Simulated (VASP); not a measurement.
# MgO (P6_3mc) in VASP: further runs

MgO is run at these levels: PBE; tasks: single point.

All numbers are computed with VASP 6.6.1; they aren't measurements. Logs are shortened: lines on timing, memory, paths and dates and some standing lists are left out, and cuts for length are marked.

## (1) The cell of the first run

The structure is hexagonal, space group P6_3mc (No. 186). The conventional cell has a = 3.288 Å, b = 3.288 Å, c = 5.079 Å, α = 90.00°, β = 90.00°, γ = 120.00°. Within 2.6 Å of Mg (site symmetry 3m) lie 4 O at 1.98 to 1.99 Å. O (site symmetry 3m) has 4 Mg at 1.98 to 1.99 Å within 2.6 Å.

## (2) Single point, PBE

The input, INCAR:

```
SYSTEM = MgO
  PREC = Accurate
  ENCUT = 520
  EDIFF = 1E-6
  ISMEAR = 0
  SIGMA = 0.05
  LREAL = .False.
  LASPH = .True.
  NELM = 100
  ALGO = Normal
  ISIF = 2
  LWAVE = .False.
  LCHARG = .False.
  GGA = PE
  NBANDS = 16
```

The input, KPOINTS:

```
Automatic mesh
0
Gamma
  9 9 6
  0 0 0
```

The input, POSCAR:

```
MgO
1.0
    3.2877685319      0.0000000000      0.0000000000
   -1.6438842660      2.8472910704      0.0000000000
    0.0000000000      0.0000000000      5.0790385795
Mg O
2 2
Direct
    0.3333333333      0.6666666667      0.0063188067
    0.6666666667      0.3333333333      0.5063188067
    0.3333333333      0.6666666667      0.3982811933
    0.6666666667      0.3333333333      0.8982811933
```

Potentials or basis: VASP PAW PBE potentials, release 64 (Mg, O).

Started as:

```console
cat potpaw_PBE.64/Mg/POTCAR potpaw_PBE.64/O/POTCAR > POTCAR
mpirun -np 1 vasp_std > vasp.out
```

OUTCAR:

```text
SYSTEM = MgO
   PREC = Accurate
   ENCUT = 520
   EDIFF = 1E-6
   ISMEAR = 0
   LREAL = .False.
   LASPH = .True.
   NELM = 100
   ISIF = 2
   GGA = PE

 ion  position               nearest neighbor table
   1  0.333  0.667  0.006-   4 1.98   4 1.98   4 1.98   3 1.99   2 3.17   2 3.17   2 3.17   2 3.17
                             2 3.17   2 3.17
   2  0.667  0.333  0.506-   3 1.98   3 1.98   3 1.98   4 1.99   1 3.17   1 3.17   1 3.17   1 3.17
                             1 3.17   1 3.17
   3  0.333  0.667  0.398-   2 1.98   2 1.98   2 1.98   1 1.99
   4  0.667  0.333  0.898-   1 1.98   1 1.98   1 1.98   2 1.99

  LATTYP: Found a hexagonal cell.
 ALAT       =     3.2877685319
 C/A-ratio  =     1.5448285152

  Lattice vectors:

 A1 = (   3.2877685319,   0.0000000000,   0.0000000000)
 A2 = (  -1.6438842660,   2.8472910704,   0.0000000000)
 A3 = (   0.0000000000,   0.0000000000,   5.0790385795)

Analysis of symmetry for initial positions (statically):
=====================================================================
 Subroutine PRICEL returns:
 Original cell was already a primitive cell.

 Routine SETGRP: Setting up the symmetry group for a
 hexagonal supercell.

 Subroutine GETGRP returns: Found 12 space group operations
 (whereof  6 operations were pure point group operations)
 out of a pool of 24 trial point group operations.

The static configuration has the point symmetry C_3v.
 The point group associated with its full space group is C_6v.

Analysis of symmetry for dynamics (positions and initial velocities):
=====================================================================
 Subroutine PRICEL returns:
 Original cell was already a primitive cell.

 Routine SETGRP: Setting up the symmetry group for a
 hexagonal supercell.

 Subroutine GETGRP returns: Found 12 space group operations
 (whereof  6 operations were pure point group operations)
 out of a pool of 24 trial point group operations.

The dynamic configuration has the point symmetry C_3v.
 The point group associated with its full space group is C_6v.

 Subroutine INISYM returns: Found 12 space group operations
 (whereof  6 operations are pure point group operations),
 and found     1 'primitive' translations

----------------------------------------------------------------------------------------

                                     Primitive cell

  volume of cell :      47.5461

  direct lattice vectors                    reciprocal lattice vectors
     3.287768532  0.000000000  0.000000000     0.304157665  0.175605510  0.000000000
    -1.643884266  2.847291070  0.000000000     0.000000000  0.351211020  0.000000000
[... 83 lines left out ...]
   ISPIN  =      1    spin polarized calculation?
   LNONCOLLINEAR =      F non collinear calculations
   LSORBIT =      F    spin-orbit coupling
   LASPH  =      T    aspherical Exc in radial PAW
   ENCUT  =  520.0 eV  38.22 Ry    6.18 a.u.   6.11  6.11  9.44*2*pi/ulx,y,z
   NELM   =    100;   NELMIN=  2; NELMDL= -5     # of ELM steps
   EDIFF  = 0.1E-05   stopping-criterion for ELM
   LREAL  =      F    real-space projection
[... 7 lines left out ...]
   TEBEG  =    0.0;   TEEND  =   0.0 temperature during run
   PSTRESS=    0.0 pullay stress
   NELECT =      16.0000    total number of electrons
   NUPDOWN=      -1.0000    fix difference up-down
   EMIN   =  10.00;   EMAX   =-10.00  energy-range for DOS
   EFERMI =   0.00;   METHOD = LEGACY
   ISMEAR =     0;   SIGMA  =   0.05  broadening in eV -4-tet -1-fermi 0-gaus
   EFERMI_NEDOS =   21; number of points for ismear=-14 and -15
   IALGO  =     38    algorithm
   IMIX   =      4    mixing-type and parameters
     AMIX     =   0.40;   BMIX     =  1.00
     AMIX_MAG =   1.60;   BMIX_MAG =  1.00
  volume/ion in A,a.u.               =      11.89        80.21
  Fermi-wavevector in a.u.,A,eV,Ry     =   1.138702  2.151834 17.641878  1.296641
  Thomas-Fermi vector in A             =   2.275406
   LORBIT       =      0    0 simple, 1 ext, 2 COOP (PROOUT), +10 PAW based schemes
   GGA     = PE    functional components
   LHFCALC =     F    Hartree Fock is set to
   AEXX    =    0.0000 exact exchange contribution
   IVDW    =     0    specifies the selected vdW correction
   LEPSILON=     F    determine dielectric tensor
   LRPA    =     F    only Hartree local field effects (RPA)
 non-spin polarized calculation
 Gauss-broadening in eV      SIGMA  =   0.05
  energy-cutoff  :      520.00
  volume of cell :       47.55
 maximum number of plane-waves:      1302
   NGX = 13   NGY = 13   NGZ = 19

 number of electron      16.0000011 magnetization

 Free energy of the ion-electron system (eV)
  ---------------------------------------------------
  ext. energy  EPLUGINS =         0.00000000
  ---------------------------------------------------
  free energy    TOTEN  =       -23.52605839 eV

  energy without entropy =      -23.52605839  energy(sigma->0) =      -23.52605839

 E-fermi :   1.2617     XC(G=0):  -9.7110

 val. band max:        1.0154130884   @ k =   0.0000   0.0000   0.0000
 cond. band min:       4.5427063598   @ k =   0.0000   0.0000   0.0000
 fundamental gap:      3.5272932714
 Fermi energy:         1.2617108793

 k-point     1 :       0.0000    0.0000    0.0000
  band No.  band energies     occupation
      1     -15.1353      2.00000
      2     -14.3771      2.00000
      3      -2.1891      2.00000
      4       0.4030      2.00000
      5       0.4030      2.00000
      6       0.6996      2.00000
[... 433 lines left out ...]
      3      -1.5389      2.00000
      4      -1.0743      2.00000
      5      -1.0743      2.00000
      6      -0.3508      2.00000
[... 8 lines left out ...]
     15      14.5528      0.00000
     16      18.3971      0.00000

 [... further k-points ...]
[... 5 lines left out ...]
  --------------------------------------------------------------------------------------
  -------------------------------------------------------------------------------------
  Total        0.7910461      0.7910461      0.6929030     -0.0000000      0.0000000      0.0000000
  in kB       26.6561716     26.6561716     23.3490081     -0.0000000      0.0000000      0.0000000
  external PRESSURE =      25.5537838 kB  Pullay stress =       0.0000000 kB

 VOLUME and BASIS-vectors are now :
 -----------------------------------------------------------------------------
  energy-cutoff  :      520.00
  volume of cell :       47.55
      direct lattice vectors                 reciprocal lattice vectors
     3.287768532  0.000000000  0.000000000     0.304157665  0.175605510  0.000000000
    -1.643884266  2.847291070  0.000000000     0.000000000  0.351211020  0.000000000
     0.000000000  0.000000000  5.079038579     0.000000000  0.000000000  0.196887656

 POSITION                                       TOTAL-FORCE (eV/Angst)
 -----------------------------------------------------------------------------------
     -0.00000      1.89819      0.03209         0.000000     -0.000000     -0.013999
      1.64388      0.94910      2.57161         0.000000     -0.000000     -0.013999
     -0.00000      1.89819      2.02289        -0.000000     -0.000000      0.013999
      1.64388      0.94910      4.56240         0.000000      0.000000      0.013999
 -----------------------------------------------------------------------------------
    total drift:                               -0.000000     -0.000000      0.002256

  FREE ENERGIE OF THE ION-ELECTRON SYSTEM (eV)
  ---------------------------------------------------
  free  energy   TOTEN  =       -23.5260583946 eV

  energy  without entropy=      -23.5260583946  energy(sigma->0) =      -23.52605839
```

OSZICAR:

```text
N       E                     dE             d eps       ncg     rms          rms(c)
DAV:   1     0.621959182581E+02    0.62196E+02   -0.75969E+03  1536   0.888E+02
DAV:   2    -0.235721817743E+02   -0.85768E+02   -0.78463E+02  2088   0.197E+02
DAV:   3    -0.277910475409E+02   -0.42189E+01   -0.42066E+01  1736   0.453E+01
DAV:   4    -0.278087051626E+02   -0.17658E-01   -0.17657E-01  1872   0.346E+00
DAV:   5    -0.278087927459E+02   -0.87583E-04   -0.87583E-04  1752   0.233E-01    0.117E+01
DAV:   6    -0.235806811075E+02    0.42281E+01   -0.12341E+01  1536   0.262E+01    0.388E+00
DAV:   7    -0.235319091906E+02    0.48772E-01   -0.17017E-01  1576   0.330E+00    0.221E+00
DAV:   8    -0.235277157121E+02    0.41935E-02   -0.96699E-02  1600   0.339E+00    0.505E-01
DAV:   9    -0.235252844688E+02    0.24312E-02   -0.30895E-03  1928   0.510E-01    0.177E-01
DAV:  10    -0.235260355815E+02   -0.75111E-03   -0.15795E-03  1552   0.257E-01    0.300E-02
DAV:  11    -0.235260578612E+02   -0.22280E-04   -0.15176E-05  1816   0.271E-02    0.202E-02
DAV:  12    -0.235260583946E+02   -0.53341E-06   -0.92891E-06  1552   0.262E-02
   1 F= -.23526058E+02 E0= -.23526058E+02  d E =-.168527E-14
```

Run time: 12 s. Hardware: 1 thread of Intel Xeon 6975P-C (Granite Rapids), shared host; peak memory 0.17 GiB.

What came out:

```yaml
Free_energy: -23.5261 eV
Pressure: 2.6 GPa
Largest_force: 0.014 eV/Å
Band_gap_on_the_k_mesh: 3.53 eV, direct
```

Forces on the atoms (eV/Å):
```
Mg   0.000  0.000 -0.014
Mg   0.000  0.000 -0.014
O    0.000  0.000  0.014
O    0.000  0.000  0.014
```

Stress tensor (GPa, compression positive):
```
2.67 0.00 0.00
0.00 2.67 0.00
0.00 0.00 2.33
```

Levels at points of the mesh, in eV from the valence-band top:
| k point | band 4 | band 5 | band 6 | band 7 | band 8 | band 9 | band 10 | band 11 | band 12 | band 13 |
| --- | --- | --- | --- | --- | --- | --- | --- | --- | --- | --- |
| (0.00, 0.00, 0.00) | -0.61 | -0.61 | -0.32 | -0.32 | 0.00 | 3.53 | 8.53 | 10.21 | 14.34 | 14.34 |
| (0.00, 0.00, 0.50) | -1.97 | -0.47 | -0.47 | -0.47 | -0.47 | 5.99 | 5.99 | 13.09 | 13.09 | 14.83 |

## (3) Single point, PBE

This run uses another cell than the first one, of 12.19 Å³/atom, 1.025 times its volume.

The input, INCAR:

```
SYSTEM = MgO
PREC = Accurate ; ENCUT = 520
EDIFF = 1E-6 ; ISMEAR = 0
SIGMA = 0.05 ; LREAL = .False.
LASPH = .True. ; NELM = 80
ALGO = Normal ; ISIF = 2
LWAVE = .False. ; LCHARG = .True.
GGA = PE ; LELF = .True.
LVHAR = .True. ; NBANDS = 16
```

The input, KPOINTS:

```
regular mesh
0
Gamma
  9 9 6
  0 0 0
```

The input, POSCAR:

```
MgO
1.0
    3.3152854008      0.0000000000      0.0000000000
   -1.6576427004      2.8711213778      0.0000000000
    0.0000000000      0.0000000000      5.1215474231
Mg O
2 2
Direct
    0.3333333333      0.6666666667      0.0063188067
    0.6666666667      0.3333333333      0.5063188067
    0.3333333333      0.6666666667      0.3982811933
    0.6666666667      0.3333333333      0.8982811933
```

Potentials or basis: VASP PAW PBE potentials, release 64 (Mg, O).

Started as:

```console
cat potpaw_PBE.64/Mg/POTCAR potpaw_PBE.64/O/POTCAR > POTCAR
mpirun -np 1 vasp_std > vasp.out
```

Wall time 19 s (1 thread of Intel Xeon 6975P-C (Granite Rapids), shared host); peak memory 0.19 GiB.

Results (log left out):

```
Free energy            : -23.5349 eV
Pressure               : -0.5 GPa
Band gap on the k mesh : 3.39 eV, direct
```

Levels at points of the mesh, in eV from the valence-band top:
```csv
k point,band 5,band 6,band 7,band 8,band 9,band 10,band 11,band 12
"(0.00, 0.00, 0.00)",-0.60,-0.31,-0.31,0.00,3.39,8.35,10.02,14.15
"(0.00, 0.00, 0.50)",-0.46,-0.46,-0.46,-0.46,5.83,5.83,12.87,12.87
```

A k mesh can miss the band edges. PBE gaps usually lie below the measured ones, often by a third to a half.

(Continued in part 2 of 2.)
